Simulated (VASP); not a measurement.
Input of a VASP 6.6.1 run:

Contents of INCAR:

```
PREC     = Accurate       # precision mode
ENCUT    = 520            # plane-wave cutoff, eV
EDIFF    = 1E-7           # SCF threshold, eV
ISMEAR   = 0              # smearing method
SIGMA    = 0.05           # smearing width, eV
LREAL    = False          # projectors in reciprocal space
LASPH    = True           # aspherical terms in the spheres
NELM     = 80             # most SCF steps
ALGO     = Fast           # electronic algorithm
ISIF     = 2              # what is computed and relaxed
LWAVE    = False          # write WAVECAR
LCHARG   = True           # write CHGCAR
GGA      = PS             # functional
LELF     = True           # ELF
LVHAR    = True         
NBANDS   = 26             # bands
```

The input KPOINTS:

```
Automatic mesh
0
Gamma
  8 8 8
```

The input POSCAR:

```
ZrTl2
1.0
    5.1272923748      0.0000000000      0.0000000000
   -2.5636461874      4.4403654492      0.0000000000
    0.0000000000      0.0000000000      3.0910799452
Zr Tl
1 2
Direct
    0.0000000000      0.0000000000      0.0000000000
    0.3333333333      0.6666666667      0.5000000000
    0.6666666667      0.3333333333      0.5000000000
```

Potentials or basis: VASP PAW PBE potentials, release 64 (Zr_sv, Tl_d).

Command:

```sh
$ cat potpaw_PBE.64/Zr_sv/POTCAR potpaw_PBE.64/Tl_d/POTCAR > POTCAR
$ mpirun -np 1 vasp_std > vasp.out
```

(1) Estimate the pressure.

(2) Predict the band gap on the k mesh.

Results:

(1) 0.0 GPa.

(2) zero (band 19 reaches 9.28 eV, above the bottom of band 20 at 8.39 eV).

Caveat: the PAW data sets were made with another functional, which shifts forces and pressure a little; spin-orbit coupling is left out, which moves the levels of the heavy elements.
